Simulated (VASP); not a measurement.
Here is a VASP 6.6.1 calculation.

Contents of INCAR:

```
  PREC = Accurate
  ENCUT = 550
  EDIFF = 1E-6
  ISMEAR = 0
  SIGMA = 0.1
  LREAL = F
  LASPH = T
  NELM = 120
  ALGO = Normal
  ISIF = 2
  LWAVE = F
  LCHARG = F
  GGA = PE
  NBANDS = 52
  GGA_COMPAT = F
```

File KPOINTS:

```
Automatic mesh
0
Gamma
  3 3 3
```

Contents of POSCAR:

```
Ge5As
1.0
    3.2238599400      1.8612964000      3.8712807000
   -3.2238599400      1.8612964000      3.8712807000
    0.0000000000     -3.7225928000      3.8712807000
Ge As
5 1
Direct
    0.1810759000      0.1810759000      0.1810759000
    0.8189241000      0.8189241000      0.8189241000
    0.0000000000      0.0000000000      0.5000000000
    0.5000000000      0.0000000000      0.0000000000
    0.0000000000      0.5000000000      0.0000000000
    0.0000000000      0.0000000000      0.0000000000
```

Potentials or basis: VASP PAW PBE potentials, release 64 (Ge_d, As_d).

The run is started by

```bash
$ cat potpaw_PBE.64/Ge_d/POTCAR potpaw_PBE.64/As_d/POTCAR > POTCAR
$ mpirun -np 1 vasp_std > vasp.out
```

Estimate the band gap on the k mesh.

zero (an odd number of electrons rules out a gap without spin polarisation).

Estimate the largest force.

11.509 eV/Å.

What does it give for the pressure?

80.0 GPa.

Forces on the atoms (eV/Å):
```
Ge    0.000   0.000  11.509
Ge    0.000   0.000 -11.509
Ge    0.000   0.000   0.000
Ge    0.000   0.000   0.000
Ge    0.000   0.000   0.000
As    0.000   0.000   0.000
```

Caveat: the k points lie up to 0.42 Å⁻¹ apart, too coarse for converged energies and pressures of a metal; an odd number of electrons without spin polarisation forces a metal; a magnetic or distorted state may lie lower.
